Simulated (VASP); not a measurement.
# WSe2 in VASP: further runs

WSe2 is run at these levels: PBE+U, PBE; tasks: single point.

Everything below comes from runs of VASP 6.6.1. Logs are shortened: lines on timing, memory, paths and dates and some standing lists are left out, and cuts for length are marked.

### 1 The cell of the first run

The cell holds a slab with vacuum, 3 atoms: a = 3.318 Å, b = 3.318 Å, c = 16.658 Å, α = 90.00°, β = 90.00°, γ = 120.00°.

### 2 Single point, PBE+U

File INCAR:

```
SYSTEM = WSe2
PREC = Accurate
ENCUT = 500
EDIFF = 1E-6
ISMEAR = 0
SIGMA = 0.1
LREAL = .False.
LASPH = .True.
NELM = 200
ALGO = Normal
ISIF = 2
LWAVE = .False.
LCHARG = .False.
LMAXMIX = 4
LDAU = .True.
LDAUTYPE = 2
LDAUL = 2 -1
LDAUU = 2.3 0
LDAUJ = 0 0
LDAUPRINT = 1
GGA = PE
NBANDS = 20
GGA_COMPAT = .False.
```

File KPOINTS:

```
regular mesh
0
Gamma
  6 6 1
  0 0 0
```

File POSCAR:

```
WSe2
1.0
    3.3179375931      0.0000000000      0.0000000000
   -1.6589687966      2.8734182438      0.0000000000
    0.0000000000      0.0000000000     16.6581424200
W Se
1 2
Direct
    0.0000000000      0.0000000000      0.0000000000
    0.3333333333      0.6666666667      0.0997865200
    0.3333333333      0.6666666667      0.9002134800
```

Potentials or basis: VASP PAW PBE potentials, release 64 (W_sv, Se).

Command:

```console
> cat potpaw_PBE.64/W_sv/POTCAR potpaw_PBE.64/Se/POTCAR > POTCAR
> mpirun -np 1 vasp_std > vasp.out
```

OUTCAR:

```text
SYSTEM = WSe2
   PREC = Accurate
   ENCUT = 500
   EDIFF = 1E-6
   ISMEAR = 0
   LREAL = .False.
   LASPH = .True.
   NELM = 200
   ISIF = 2
   GGA = PE

 ion  position               nearest neighbor table
   1  0.000  0.000  0.000-   2 2.54   3 2.54   2 2.54   3 2.54   2 2.54   3 2.54
   2  0.333  0.667  0.100-   1 2.54   1 2.54   1 2.54
   3  0.333  0.667  0.900-   1 2.54   1 2.54   1 2.54

  LATTYP: Found a hexagonal cell.
 ALAT       =     3.3179375931
 C/A-ratio  =     5.0206316281

  Lattice vectors:

 A1 = (   3.3179375931,   0.0000000000,   0.0000000000)
 A2 = (  -1.6589687966,   2.8734182438,   0.0000000000)
 A3 = (   0.0000000000,   0.0000000000,  16.6581424200)

Analysis of symmetry for initial positions (statically):
=====================================================================
 Subroutine PRICEL returns:
 Original cell was already a primitive cell.

 Routine SETGRP: Setting up the symmetry group for a
 hexagonal supercell.

 Subroutine GETGRP returns: Found 12 space group operations
 (whereof 12 operations were pure point group operations)
 out of a pool of 24 trial point group operations.

The static configuration has the point symmetry D_3h.

Analysis of symmetry for dynamics (positions and initial velocities):
=====================================================================
 Subroutine PRICEL returns:
 Original cell was already a primitive cell.

 Routine SETGRP: Setting up the symmetry group for a
 hexagonal supercell.

 Subroutine GETGRP returns: Found 12 space group operations
 (whereof 12 operations were pure point group operations)
 out of a pool of 24 trial point group operations.

The dynamic configuration has the point symmetry D_3h.

 Subroutine INISYM returns: Found 12 space group operations
 (whereof 12 operations are pure point group operations),
 and found     1 'primitive' translations

----------------------------------------------------------------------------------------

                                     Primitive cell

  volume of cell :     158.8158

  direct lattice vectors                    reciprocal lattice vectors
     3.317937593  0.000000000  0.000000000     0.301392046  0.174008779  0.000000000
    -1.658968797  2.873418244  0.000000000     0.000000000  0.348017558  0.000000000
     0.000000000  0.000000000 16.658142420     0.000000000  0.000000000  0.060030703

  length of vectors
     3.317937593  3.317937593 16.658142420     0.348017558  0.348017558  0.060030703

  position of ions in fractional coordinates (direct lattice)
     0.000000000  0.000000000  0.000000000
     0.333333333  0.666666667  0.099786520
     0.333333333  0.666666667  0.900213480

  ion indices of the primitive-cell ions
   primitive index   ion index
                 1           1
                 2           2
                 3           3

----------------------------------------------------------------------------------------

 KPOINTS: regular mesh

Automatic generation of k-mesh.
 Grid dimensions read from file:
 generate k-points for:    6    6    1

 Generating k-lattice:

  Cartesian coordinates                     Fractional coordinates (reciprocal lattice)
     0.050232008  0.029001463  0.000000000     0.166666667  0.000000000  0.000000000
     0.000000000  0.058002926  0.000000000     0.000000000  0.166666667  0.000000000
     0.000000000  0.000000000  0.060030703     0.000000000  0.000000000  1.000000000

  Length of vectors
     0.058002926  0.058002926  0.060030703

  Shift w.r.t. Gamma in fractional coordinates (k-lattice)
[... 18 lines left out ...]
   total plane-waves  NPLWV =  72576
   dimension x,y,z NGX =    24 NGY =   24 NGZ =  126
   dimension x,y,z NGXF=    48 NGYF=   48 NGZF=  252
   ions per type =               1   2
   NGX,Y,Z   is equivalent  to a cutoff of  12.03, 12.03, 12.57 a.u.
   NGXF,Y,Z  is equivalent  to a cutoff of  24.05, 24.05, 25.15 a.u.
 SYSTEM =  WSe2
   PREC   = accura    normal or accurate (medium, high low for compatibility)
   ISTART =      0    job   : 0-new  1-cont  2-samecut
   ICHARG =      2    charge: 1-file 2-atom 10-const
   ISPIN  =      1    spin polarized calculation?
   LNONCOLLINEAR =      F non collinear calculations
   LSORBIT =      F    spin-orbit coupling
   LASPH  =      T    aspherical Exc in radial PAW
   ENCUT  =  500.0 eV  36.75 Ry    6.06 a.u.   6.05  6.05 30.37*2*pi/ulx,y,z
   NELM   =    200;   NELMIN=  2; NELMDL= -5     # of ELM steps
   EDIFF  = 0.1E-05   stopping-criterion for ELM
   LREAL  =      F    real-space projection
   EDIFFG = 0.1E-04   stopping-criterion for IOM
   NSW    =      0    number of steps for IOM
   IBRION =     -1    ionic relax: 0-MD 1-quasi-New 2-CG
   NFREE  =      0    steps in history (QN), initial steepest desc. (CG)
   ISIF   =      2    stress and relaxation
   ISYM   =      2    0-nonsym 1-usesym 2-fastsym
   POTIM  = 0.5000    time-step for ionic-motion
   TEBEG  =    0.0;   TEEND  =   0.0 temperature during run
   PSTRESS=    0.0 pullay stress
   NELECT =      26.0000    total number of electrons
   NUPDOWN=      -1.0000    fix difference up-down
   EMIN   =  10.00;   EMAX   =-10.00  energy-range for DOS
   EFERMI =   0.00;   METHOD = LEGACY
   ISMEAR =     0;   SIGMA  =   0.10  broadening in eV -4-tet -1-fermi 0-gaus
   EFERMI_NEDOS =   21; number of points for ismear=-14 and -15
   IALGO  =     38    algorithm
   IMIX   =      4    mixing-type and parameters
     AMIX     =   0.40;   BMIX     =  1.00
     AMIX_MAG =   1.60;   BMIX_MAG =  1.00
  volume/ion in A,a.u.               =      52.94       357.25
  Fermi-wavevector in a.u.,A,eV,Ry     =   0.895574  1.692389 10.912587  0.802053
  Thomas-Fermi vector in A             =   2.017923
   LORBIT       =      0    0 simple, 1 ext, 2 COOP (PROOUT), +10 PAW based schemes
 LDA+U is selected, type is set to LDAUTYPE =  2
   angular momentum for each species LDAUL =     2   -1
   U (eV)           for each species LDAUU =   2.3  0.0
   J (eV)           for each species LDAUJ =   0.0  0.0
   GGA     = PE    functional components
   LHFCALC =     F    Hartree Fock is set to
   AEXX    =    0.0000 exact exchange contribution
   IVDW    =     0    specifies the selected vdW correction
   LEPSILON=     F    determine dielectric tensor
   LRPA    =     F    only Hartree local field effects (RPA)
 non-spin polarized calculation
 Gauss-broadening in eV      SIGMA  =   0.10
  energy-cutoff  :      500.00
  volume of cell :      158.82
 maximum number of plane-waves:      4086
   NGX = 13   NGY = 13   NGZ = 61

atom =   1  type =  1  l = 2

 onsite density matrix

spin component  1

  0.3335  0.0000  0.0000  0.0000 -0.0000
  0.0000  0.3280  0.0000 -0.0000  0.0000
  0.0000  0.0000  0.3540  0.0000  0.0000
  0.0000 -0.0000  0.0000  0.3280 -0.0000
 -0.0000  0.0000  0.0000 -0.0000  0.3335

spin component  2

  0.3335  0.0000  0.0000  0.0000 -0.0000
  0.0000  0.3280  0.0000 -0.0000  0.0000
  0.0000  0.0000  0.3540  0.0000  0.0000
  0.0000 -0.0000  0.0000  0.3280 -0.0000
 -0.0000  0.0000  0.0000 -0.0000  0.3335

 occupancies and eigenvectors

  o =  0.3280  v =  0.0000 -0.6783 -0.0000 -0.7348  0.0000  0.0000  0.0000  0.0000  0.0000  0.0000      0.0000  0.0000  0.0000  0.0000  0.0000  0.0000  0.0000  0.0000  0.0000  0.0000
  o =  0.3280  v =  0.0000  0.0000  0.0000  0.0000  0.0000  0.0000 -0.6783 -0.0000 -0.7348  0.0000      0.0000  0.0000  0.0000  0.0000  0.0000  0.0000  0.0000  0.0000  0.0000  0.0000
  o =  0.3280  v = -0.0000  0.7348  0.0000 -0.6783 -0.0000  0.0000  0.0000  0.0000  0.0000  0.0000      0.0000  0.0000  0.0000  0.0000  0.0000  0.0000  0.0000  0.0000  0.0000  0.0000
  o =  0.3280  v =  0.0000  0.0000  0.0000  0.0000  0.0000 -0.0000  0.7348  0.0000 -0.6783 -0.0000      0.0000  0.0000  0.0000  0.0000  0.0000  0.0000  0.0000  0.0000  0.0000  0.0000
  o =  0.3335  v = -0.3541 -0.0000  0.0000 -0.0000 -0.9352  0.0000  0.0000  0.0000  0.0000  0.0000      0.0000  0.0000  0.0000  0.0000  0.0000  0.0000  0.0000  0.0000  0.0000  0.0000
  o =  0.3335  v =  0.0000  0.0000  0.0000  0.0000  0.0000 -0.3541 -0.0000  0.0000 -0.0000 -0.9352      0.0000  0.0000  0.0000  0.0000  0.0000  0.0000  0.0000  0.0000  0.0000  0.0000
  o =  0.3335  v =  0.0000  0.0000  0.0000  0.0000  0.0000 -0.9352  0.0000  0.0000  0.0000  0.3541      0.0000  0.0000  0.0000  0.0000  0.0000  0.0000  0.0000  0.0000  0.0000  0.0000
  o =  0.3335  v = -0.9352  0.0000  0.0000  0.0000  0.3541  0.0000  0.0000  0.0000  0.0000  0.0000      0.0000  0.0000  0.0000  0.0000  0.0000  0.0000  0.0000  0.0000  0.0000  0.0000
  o =  0.3540  v =  0.0000  0.0000  0.0000  0.0000  0.0000 -0.0000  0.0000 -1.0000 -0.0000 -0.0000      0.0000  0.0000  0.0000  0.0000  0.0000  0.0000  0.0000  0.0000  0.0000  0.0000
  o =  0.3540  v = -0.0000  0.0000 -1.0000 -0.0000 -0.0000  0.0000  0.0000  0.0000  0.0000  0.0000      0.0000  0.0000  0.0000  0.0000  0.0000  0.0000  0.0000  0.0000  0.0000  0.0000

 number of electron      25.9999992 magnetization

 Free energy of the ion-electron system (eV)
  ---------------------------------------------------
  ext. energy  EPLUGINS =         0.00000000
  ---------------------------------------------------
  free energy    TOTEN  =       -19.03861633 eV

  energy without entropy =      -19.03861633  energy(sigma->0) =      -19.03861633

 E-fermi :  -0.2008     XC(G=0):  -4.7742

 val. band max:       -0.8235279667   @ k =   0.3333   0.3333   0.0000
 cond. band min:       0.6635617498   @ k =   0.3333   0.3333   0.0000
 fundamental gap:      1.4870897165
 Fermi energy:        -0.2008276344

 k-point     1 :       0.0000    0.0000    0.0000
  band No.  band energies     occupation
      1     -75.2536      2.00000
      2     -39.4556      2.00000
      3     -39.3634      2.00000
      4     -39.3634      2.00000
      5     -15.6467      2.00000
      6     -14.3350      2.00000
[... 150 lines left out ...]
     19       5.4924      0.00000
     20       7.7885      0.00000

------------------------ aborting loop because EDIFF is reached ----------------------------------------

  FORCE on cell =-STRESS in cart. coord.  units (eV):
  Direction    XX          YY          ZZ          XY          YZ          ZX
  --------------------------------------------------------------------------------------
  -------------------------------------------------------------------------------------
  Total        1.0462807      1.0462807      1.7685821     -0.0000000      0.0000000     -0.0000000
  in kB       10.5551684     10.5551684     17.8419444     -0.0000000      0.0000000     -0.0000000
  external PRESSURE =      12.9840937 kB  Pullay stress =       0.0000000 kB

 VOLUME and BASIS-vectors are now :
 -----------------------------------------------------------------------------
  energy-cutoff  :      500.00
  volume of cell :      158.82
      direct lattice vectors                 reciprocal lattice vectors
     3.317937593  0.000000000  0.000000000     0.301392046  0.174008779  0.000000000
    -1.658968797  2.873418244  0.000000000     0.000000000  0.348017558  0.000000000
     0.000000000  0.000000000 16.658142420     0.000000000  0.000000000  0.060030703

 POSITION                                       TOTAL-FORCE (eV/Angst)
 -----------------------------------------------------------------------------------
      0.00000      0.00000      0.00000        -0.000000      0.000000      0.000000
     -0.00000      1.91561      1.66226         0.000000      0.000000      0.535911
     -0.00000      1.91561     14.99588         0.000000     -0.000000     -0.535911
 -----------------------------------------------------------------------------------
    total drift:                                0.000000     -0.000000     -0.000000

  FREE ENERGIE OF THE ION-ELECTRON SYSTEM (eV)
  ---------------------------------------------------
  free  energy   TOTEN  =       -19.0386163309 eV

  energy  without entropy=      -19.0386163309  energy(sigma->0) =      -19.03861633
```

It took 33 s on 1 thread of Intel Xeon 6975P-C (Granite Rapids), shared host; peak memory 0.25 GiB.

What came out:

```yaml
Free_energy: -19.0386 eV
Largest_force: 0.536 eV/Å
Band_gap_on_the_k_mesh: 1.49 eV
```

Forces on the atoms (eV/Å):
```
W    0.000  0.000  0.000
Se   0.000  0.000  0.536
Se   0.000  0.000 -0.536
```

Levels at points of the mesh, in eV from the valence-band top:
| k point | band 11 | band 12 | band 13 | band 14 | band 15 | band 16 |
| --- | --- | --- | --- | --- | --- | --- |
| (0.00, 0.00, 0.00) | -1.27 | -1.27 | -0.28 | 2.91 | 2.91 | 3.10 |
| (0.50, 0.00, 0.00) | -2.10 | -1.04 | -1.03 | 2.39 | 2.74 | 3.71 |

Eigenvalues of the final occupation matrices:
| site | spin | trace | eigenvalues |
| --- | --- | --- | --- |
| site 1 d | 1 | 1.68 | 0.33 0.33 0.33 0.33 0.35 |
| site 1 d | 2 | 1.68 | 0.33 0.33 0.33 0.33 0.35 |

Caveat: spin-orbit coupling is left out, which moves the levels of the heavy elements.

### 3 Single point, PBE+U

File INCAR:

```
ALGO = Normal
EDIFF = 1E-6
ENCUT = 500
GGA = PE
GGA_COMPAT = False
ISIF = 2
ISMEAR = 0
LASPH = True
LCHARG = False
LDAU = True
LDAUJ = 0 0
LDAUL = 2 -1
LDAUPRINT = 1
LDAUTYPE = 2
LDAUU = 2 0
LMAXMIX = 4
LREAL = False
LWAVE = False
NBANDS = 20
NELM = 200
PREC = Accurate
SIGMA = 0.1
```

File KPOINTS:

```
k-points
0
Gamma
  6 6 1
```

POSCAR is that of step 2.

Potentials or basis: VASP PAW PBE potentials, release 64 (W_sv, Se).

Command:

```console
> cat potpaw_PBE.64/W_sv/POTCAR potpaw_PBE.64/Se/POTCAR > POTCAR
> mpirun -np 1 vasp_std > vasp.out
```

It took 33 s on 1 thread of Intel Xeon 6975P-C (Granite Rapids), shared host; peak memory 0.25 GiB.

Results (log left out):

| Item | Value |
| --- | --- |
| Free energy | -19.3731 eV |
| Largest force | 0.510 eV/Å |
| Band gap on the k mesh | 1.49 eV |

Forces in eV/Å, atoms in the order of the input:
```
W    0.000  0.000  0.000
Se   0.000  0.000  0.510
Se   0.000  0.000 -0.510
```

Levels at points of the mesh, in eV from the valence-band top:
| k point | band 10 | band 11 | band 12 | band 13 | band 14 | band 15 | band 16 | band 17 |
| --- | --- | --- | --- | --- | --- | --- | --- | --- |
| (0.00, 0.00, 0.00) | -2.15 | -1.27 | -1.27 | -0.28 | 2.92 | 2.92 | 3.11 | 3.11 |
| (0.50, 0.00, 0.00) | -3.02 | -2.10 | -1.03 | -1.02 | 2.38 | 2.74 | 3.72 | 4.28 |

Eigenvalues of the final occupation matrices:
```
    site  spin  trace               eigenvalues
site 1 d     1   1.68  0.33 0.33 0.33 0.33 0.35
site 1 d     2   1.68  0.33 0.33 0.33 0.33 0.35
```

Caveat: spin-orbit coupling is left out, which moves the levels of the heavy elements.

### 4 Single point, PBE, collinear spin

File INCAR:

```
SYSTEM = WSe2
ALGO     = Normal         ! electronic algorithm
EDIFF    = 1E-6           ! SCF threshold, eV
ENCUT    = 500            ! plane-wave cutoff, eV
GGA      = PE             ! functional
GGA_COMPAT= .False.      
ISIF     = 2              ! what is computed and relaxed
ISMEAR   = 0              ! smearing method
ISPIN    = 2              ! spin polarisation
LASPH    = .True.         ! aspherical terms in the spheres
LCHARG   = .False.        ! write CHGCAR
LMAXMIX  = 4              ! l up to which the mixer works
LORBIT   = 11             ! projections on sites
LREAL    = .False.        ! projectors in reciprocal space
LWAVE    = .False.        ! write WAVECAR
MAGMOM   = -2 0 0         ! initial moments
NBANDS   = 24             ! bands
NELM     = 200            ! most SCF steps
PREC     = Accurate       ! precision mode
SIGMA    = 0.1            ! smearing width, eV
```

File KPOINTS:

```
k-points
0
Gamma
  6 6 1
  0 0 0
```

POSCAR is that of step 3.

Command:

```console
> cat potpaw_PBE.64/W_sv/POTCAR potpaw_PBE.64/Se/POTCAR > POTCAR
> mpirun -np 1 vasp_std > vasp.out
```

Run time: 86 s. Hardware: 1 thread of Intel Xeon 6975P-C (Granite Rapids), shared host; peak memory 0.32 GiB.

The run converged. Its results:

* Free energy: -21.6139 eV
* Largest force: 0.343 eV/Å
* Band gap on the k mesh: 1.52 eV
* Net moment: 0.00 μB per cell
* Valence electrons inside the program's atomic spheres: W 11.95; Se 3.90

Forces on the atoms (eV/Å):
```
W    0.000  0.000  0.000
Se   0.000  0.000  0.343
Se   0.000  0.000 -0.343
```

Levels at points of the mesh, in eV from the valence-band top:
Spin up:
```csv
k point,band 10,band 11,band 12,band 13,band 14,band 15,band 16,band 17
"(0.00, 0.00, 0.00)",-2.10,-1.28,-1.28,-0.27,2.93,2.93,3.13,3.13
"(0.50, 0.00, 0.00)",-3.02,-2.08,-0.98,-0.97,2.35,2.74,3.73,4.37
```
Spin down:
```
           k point  band 11  band 12  band 13  band 14  band 15  band 16
(0.00, 0.00, 0.00)    -1.28    -1.28    -0.27     2.93     2.93     3.13
(0.50, 0.00, 0.00)    -2.08    -0.98    -0.97     2.35     2.74     3.73
```

Caveat: spin-orbit coupling is left out, which moves the levels of the heavy elements.

### 5 Summary

| level | spin | U | gap on the mesh (eV) | largest force (eV/Å) |
| --- | --- | --- | --- | --- |
| PBE+U | off | W d U = 2.3 eV | 1.49 | 0.54 |
| PBE+U | off | W d U = 2.0 eV | 1.49 | 0.51 |
| PBE | collinear | - | 1.52 | 0.34 |

Alike in all rows: task single point; potentials or basis VASP PAW PBE potentials, release 64 (W_sv, Se); cell as given; k mesh 6 × 6 × 1; cutoff (eV) 500; smearing gaussian 0.1 eV.

On the cell as given the gap runs from 1.49 eV (PBE+U) to 1.52 eV (PBE).

Caveats: spin-orbit coupling is left out, which moves the levels of the heavy elements.

Total energies depend on the potentials used, so only differences within one code and one set of settings carry meaning.
